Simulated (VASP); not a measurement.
Input of a VASP 6.6.1 run:

File INCAR:

```
PREC = Accurate
ENCUT = 520
EDIFF = 1E-6
ISMEAR = 0
SIGMA = 0.1
LREAL = F
LASPH = T
NELM = 100
ALGO = Normal
ISIF = 2
LWAVE = F
LCHARG = T
GGA = PE
LELF = T
LVHAR = T
NBANDS = 34
```

Contents of KPOINTS:

```
Automatic mesh
0
Gamma
  6 10 6
```

The input POSCAR:

```
Zr2BeS4
1.0
    6.0352253022      0.0000000000      0.0052483928
    0.0000000000      3.5639078235      0.0000000000
   -0.0908754034      0.0000000000      6.1859409287
Zr Be S
2 1 4
Direct
    0.9969487729      0.0000000000      0.9796703696
    0.9885344165      0.5000000000      0.4704769502
    0.6039554173      0.5000000000      0.8167317102
    0.2377590257      0.0000000000      0.3158183934
    0.2532590740      0.5000000000      0.8072445915
    0.7071186974      0.0000000000      0.6457410068
    0.7224256164      0.5000000000      0.1343169584
```

Potentials or basis: VASP PAW PBE potentials, release 64 (Zr_sv, Be, S).

Launch:

```bash
$ cat potpaw_PBE.64/Zr_sv/POTCAR potpaw_PBE.64/Be/POTCAR potpaw_PBE.64/S/POTCAR > POTCAR
$ mpirun -np 1 vasp_std > vasp.out
```

Estimate the band gap on the k mesh.

zero (bands 25 and 26 overlap by 1.36 eV).

Predict the largest force.

0.018 eV/Å.

Predict the pressure.

0.0 GPa.

Forces on the atoms (eV/Å):
```
Zr  -0.016  0.000  0.004
Zr   0.000  0.000 -0.004
Be   0.018  0.000  0.002
S    0.006  0.000  0.002
S    0.009  0.000 -0.002
S   -0.009  0.000 -0.005
S   -0.007  0.000  0.004
```
